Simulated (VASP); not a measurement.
# CdS in VASP: notebook, part 2 of 2

VASP 6.6.1.

## (4) Electric field gradients, PBEsol (equal xy, yz and zx shear strains of +1 %)

INCAR reads:

```
  ALGO = Normal
  EDIFF = 1E-8
  ENCUT = 520
  GGA = PS
  ISIF = 2
  ISMEAR = -1
  LASPH = T
  LCHARG = F
  LEFG = T
  LREAL = F
  LWAVE = F
  NBANDS = 16
  NELM = 80
  PREC = Accurate
  SIGMA = 0.02
```

KPOINTS reads:

```
k-points
0
Gamma
  7 7 7
```

POSCAR reads:

```
CdS
1.0
    0.0294295346      2.9576682322      2.9576682322
    2.9576682322      0.0294295346      2.9576682322
    2.9576682322      2.9576682322      0.0294295346
Cd S
1 1
Direct
    0.0000000000      0.0000000000      0.0000000000
    0.7500000000      0.7500000000      0.7500000000
```

Potentials or basis: VASP PAW PBE potentials, release 64 (Cd, S).

Started as:

```
$ cat potpaw_PBE.64/Cd/POTCAR potpaw_PBE.64/S/POTCAR > POTCAR
$ mpirun -np 1 vasp_std > vasp.out
```

OUTCAR:

```text
EDIFF = 1E-8
   ENCUT = 520
   GGA = PS
   ISIF = 2
   ISMEAR = -1
   LASPH = T
   LREAL = F
   NELM = 80
   PREC = Accurate

 ion  position               nearest neighbor table
   1  0.000  0.000  0.000-   2 2.54   2 2.54   2 2.54   2 2.57
   2  0.750  0.750  0.750-   1 2.54   1 2.54   1 2.54   1 2.57

  LATTYP: Found a trigonal (rhomboedric) cell.
 ALAT       =     4.1828780572
 COS(alpha) =     0.5099250056

  Lattice vectors:

 A1 = (   0.0294295346,   2.9576682322,   2.9576682322)
 A2 = (   2.9576682322,   0.0294295346,   2.9576682322)
 A3 = (   2.9576682322,   2.9576682322,   0.0294295346)

Analysis of symmetry for initial positions (statically):
=====================================================================
 Subroutine PRICEL returns:
 Original cell was already a primitive cell.

 Routine SETGRP: Setting up the symmetry group for a
 trigonal (rhombohedral) supercell.

[... 644 lines left out ...]
      direct lattice vectors                 reciprocal lattice vectors
     0.029429535  2.957668232  2.957668232    -0.171596410  0.169905805  0.169905805
     2.957668232  0.029429535  2.957668232     0.169905805 -0.171596410  0.169905805
     2.957668232  2.957668232  0.029429535     0.169905805  0.169905805 -0.171596410

 POSITION                                       TOTAL-FORCE (eV/Angst)
 -----------------------------------------------------------------------------------
      0.00000      0.00000      0.00000        -0.052207     -0.052207     -0.052207
      4.45857      4.45857      4.45857         0.052207      0.052207      0.052207
 -----------------------------------------------------------------------------------
    total drift:                               -0.000076     -0.000076     -0.000076

  FREE ENERGIE OF THE ION-ELECTRON SYSTEM (eV)
  ---------------------------------------------------
  free  energy   TOTEN  =        -6.8050718436 eV

  energy  without entropy=       -6.8050718436  energy(sigma->0) =       -6.80507184

 Electric field gradients (V/A^2)
---------------------------------------------------------------------
 ion       V_xx      V_yy      V_zz      V_xy      V_xz      V_yz
---------------------------------------------------------------------
   1      -0.000    -0.000     0.000     5.528     5.528     5.528
   2      -0.000    -0.000     0.000     1.105     1.105     1.105
---------------------------------------------------------------------

 Electric field gradients after diagonalization (V/A^2)
 (convention: |V_zz| > |V_xx| > |V_yy|)
----------------------------------------------------------------------
 ion       V_xx      V_yy      V_zz     asymmetry (V_yy - V_xx)/ V_zz
----------------------------------------------------------------------
   1      -5.528    -5.528    11.055       0.000
   2      -1.105    -1.105     2.210       0.000
----------------------------------------------------------------------

           NMR quadrupolar parameters

 Cq : quadrupolar parameter    Cq=e*Q*V_zz/h
 eta: asymmetry parameters     (V_yy - V_xx)/ V_zz
 Q  : nuclear electric quadrupole moment in mb (millibarn)
----------------------------------------------------------------------
 ion       Cq(MHz)       eta       Q (mb)
----------------------------------------------------------------------
   1       0.027       0.000       1.000
   2       0.005       0.000       1.000
----------------------------------------------------------------------
```

OSZICAR:

```text
N       E                     dE             d eps       ncg     rms          rms(c)
DAV:   1     0.108698710092E+03    0.10870E+03   -0.90914E+03  1432   0.103E+03
DAV:   2    -0.303569377650E+01   -0.11173E+03   -0.10509E+03  1704   0.253E+02
DAV:   3    -0.728107600481E+01   -0.42454E+01   -0.42367E+01  1760   0.514E+01
DAV:   4    -0.730733608826E+01   -0.26260E-01   -0.26258E-01  1720   0.395E+00
DAV:   5    -0.730769322979E+01   -0.35714E-03   -0.35714E-03  1776   0.435E-01    0.733E+00
DAV:   6    -0.682685197020E+01    0.48084E+00   -0.79934E-01  2128   0.119E+01    0.598E+00
DAV:   7    -0.680770240750E+01    0.19150E-01   -0.15890E-01  1872   0.282E+00    0.289E+00
DAV:   8    -0.680521537583E+01    0.24870E-02   -0.15938E-02  1624   0.156E+00    0.233E-01
DAV:   9    -0.680498076316E+01    0.23461E-03   -0.19025E-03  1768   0.643E-01    0.564E-02
DAV:  10    -0.680502917254E+01   -0.48409E-04   -0.19597E-04  1816   0.156E-01    0.608E-02
DAV:  11    -0.680507745308E+01   -0.48281E-04   -0.82766E-05  1856   0.804E-02    0.245E-02
DAV:  12    -0.680507137800E+01    0.60751E-05   -0.18190E-05  1904   0.527E-02    0.798E-03
DAV:  13    -0.680507181633E+01   -0.43833E-06   -0.18686E-06  1720   0.836E-03    0.296E-03
DAV:  14    -0.680507184339E+01   -0.27058E-07   -0.17577E-07  1832   0.285E-03    0.236E-03
DAV:  15    -0.680507184364E+01   -0.24602E-09   -0.10294E-08  1496   0.706E-04
   1 F= -.68050718E+01 E0= -.68050718E+01  d E =-.152177E-11
```

Run time: 26 s. Hardware: 1 thread of Intel Xeon Platinum 8375C at 2.90GHz (Ice Lake), shared host; peak memory 0.19 GiB.

Results:

- Free energy: -6.8051 eV
- Pressure: -1.4 GPa
- Largest force: 0.090 eV/Å
- Band gap on the k mesh: 0.94 eV, direct

Forces in eV/Å, atoms in the order of the input:
```
Cd  -0.052 -0.052 -0.052
S    0.052  0.052  0.052
```

Electric field gradients, principal values (V/Å²):
| atom | least | middle | greatest (by size) |
| --- | --- | --- | --- |
| 1 Cd | -5.528 | -5.528 | 11.055 |
| 2 S | -1.105 | -1.105 | 2.210 |

Caveat: the cell differs from its parent crystal (equal xy, yz and zx shear strains of +1 %); without QUAD_EFG the Cq values of the log hold for a quadrupole moment of 1 mb, not for the nuclei; the PAW data sets were made with another functional, which shifts forces and pressure a little.

## (5) Electric field gradients, PBEsol (equal xy, yz and zx shear strains of +3 %)

INCAR reads:

```
  PREC = Accurate
  ENCUT = 520
  EDIFF = 1E-8
  ISMEAR = -1
  SIGMA = 0.02
  LREAL = False
  LASPH = True
  NELM = 60
  ALGO = Normal
  ISIF = 2
  LWAVE = False
  LCHARG = False
  GGA = PS
  LEFG = True
  NBANDS = 16
```

KPOINTS reads:

```
Automatic mesh
0
Gamma
  7 7 7
```

POSCAR reads:

```
CdS
1.0
    0.0882886040      2.9870977669      2.9870977669
    2.9870977669      0.0882886040      2.9870977669
    2.9870977669      2.9870977669      0.0882886040
Cd S
1 1
Direct
    0.0000000000      0.0000000000      0.0000000000
    0.7500000000      0.7500000000      0.7500000000
```

Potentials or basis: VASP PAW PBE potentials, release 64 (Cd, S).

Started as:

```
$ cat potpaw_PBE.64/Cd/POTCAR potpaw_PBE.64/S/POTCAR > POTCAR
$ mpirun -np 1 vasp_std > vasp.out
```

OUTCAR:

```text
PREC = Accurate
   ENCUT = 520
   EDIFF = 1E-8
   ISMEAR = -1
   LREAL = False
   LASPH = True
   NELM = 60
   ISIF = 2
   GGA = PS

 ion  position               nearest neighbor table
   1  0.000  0.000  0.000-   2 2.52   2 2.52   2 2.52   2 2.63
   2  0.750  0.750  0.750-   1 2.52   1 2.52   1 2.52   1 2.63

  LATTYP: Found a trigonal (rhomboedric) cell.
 ALAT       =     4.2253166764
 COS(alpha) =     0.5293254421

  Lattice vectors:

 A1 = (   0.0882886040,   2.9870977669,   2.9870977669)
 A2 = (   2.9870977669,   0.0882886040,   2.9870977669)
 A3 = (   2.9870977669,   2.9870977669,   0.0882886040)

Analysis of symmetry for initial positions (statically):
=====================================================================
 Subroutine PRICEL returns:
 Original cell was already a primitive cell.

 Routine SETGRP: Setting up the symmetry group for a
 trigonal (rhombohedral) supercell.

[... 644 lines left out ...]
      direct lattice vectors                 reciprocal lattice vectors
     0.088288604  2.987097767  2.987097767    -0.174996533  0.169972709  0.169972709
     2.987097767  0.088288604  2.987097767     0.169972709 -0.174996533  0.169972709
     2.987097767  2.987097767  0.088288604     0.169972709  0.169972709 -0.174996533

 POSITION                                       TOTAL-FORCE (eV/Angst)
 -----------------------------------------------------------------------------------
      0.00000      0.00000      0.00000        -0.138968     -0.138968     -0.138968
      4.54686      4.54686      4.54686         0.138968      0.138968      0.138968
 -----------------------------------------------------------------------------------
    total drift:                               -0.000219     -0.000219     -0.000219

  FREE ENERGIE OF THE ION-ELECTRON SYSTEM (eV)
  ---------------------------------------------------
  free  energy   TOTEN  =        -6.7880953637 eV

  energy  without entropy=       -6.7880953636  energy(sigma->0) =       -6.78809536

 Electric field gradients (V/A^2)
---------------------------------------------------------------------
 ion       V_xx      V_yy      V_zz      V_xy      V_xz      V_yz
---------------------------------------------------------------------
   1       0.000     0.000    -0.000    16.252    16.252    16.252
   2      -0.000    -0.000    -0.000     3.400     3.400     3.400
---------------------------------------------------------------------

 Electric field gradients after diagonalization (V/A^2)
 (convention: |V_zz| > |V_xx| > |V_yy|)
----------------------------------------------------------------------
 ion       V_xx      V_yy      V_zz     asymmetry (V_yy - V_xx)/ V_zz
----------------------------------------------------------------------
   1     -16.252   -16.252    32.505       0.000
   2      -3.400    -3.400     6.800       0.000
----------------------------------------------------------------------

           NMR quadrupolar parameters

 Cq : quadrupolar parameter    Cq=e*Q*V_zz/h
 eta: asymmetry parameters     (V_yy - V_xx)/ V_zz
 Q  : nuclear electric quadrupole moment in mb (millibarn)
----------------------------------------------------------------------
 ion       Cq(MHz)       eta       Q (mb)
----------------------------------------------------------------------
   1       0.079       0.000       1.000
   2       0.016       0.000       1.000
----------------------------------------------------------------------
```

Wall time 25 s (1 thread of Intel Xeon Platinum 8375C at 2.90GHz (Ice Lake), shared host); peak memory 0.19 GiB.

Results:

```
Free energy            : -6.7881 eV
Pressure               : -1.2 GPa
Largest force          : 0.241 eV/Å
Band gap on the k mesh : 0.90 eV, direct
```

Forces in eV/Å, atoms in the order of the input:
```
Cd  -0.139 -0.139 -0.139
S    0.139  0.139  0.139
```

Stress tensor (GPa, compression positive):
```
-1.23 -1.34 -1.34
-1.34 -1.23 -1.34
-1.34 -1.34 -1.23
```

Electric field gradients, principal values (V/Å²):
```tsv
atom	least	middle	greatest (by size)
1 Cd	-16.252	-16.252	32.505
2 S	-3.400	-3.400	6.800
```

Caveat: the cell differs from its parent crystal (equal xy, yz and zx shear strains of +3 %); without QUAD_EFG the Cq values of the log hold for a quadrupole moment of 1 mb, not for the nuclei; the PAW data sets were made with another functional, which shifts forces and pressure a little.

## (6) Summary

| cell | gap on the mesh (eV) | pressure (GPa) | largest force (eV/Å) |
| --- | --- | --- | --- |
| a = 4.204, b = 4.204, c = 4.245 Å, angles 59.7, 59.7, 60.7°, 2 atoms | 0.83 | -3.4 | - |
| a = 4.121 Å, angles 61.3°, 2 atoms | 0.90 | -1.3 | 0.22 |
| a = 4.183 Å, angles 59.3°, 2 atoms | 0.94 | -1.4 | 0.09 |
| a = 4.225 Å, angles 58.0°, 2 atoms | 0.90 | -1.2 | 0.24 |

Alike in all rows: task electric field gradients; level PBEsol; potentials or basis VASP PAW PBE potentials, release 64 (Cd, S); no spin polarisation; k mesh 7 × 7 × 7; cutoff (eV) 520; smearing fermi-dirac 0.02 eV.

Caveats: the PAW data sets were made with another functional, which shifts forces and pressure a little.

Total energies depend on the potentials used, so only differences within one code and one set of settings carry meaning.
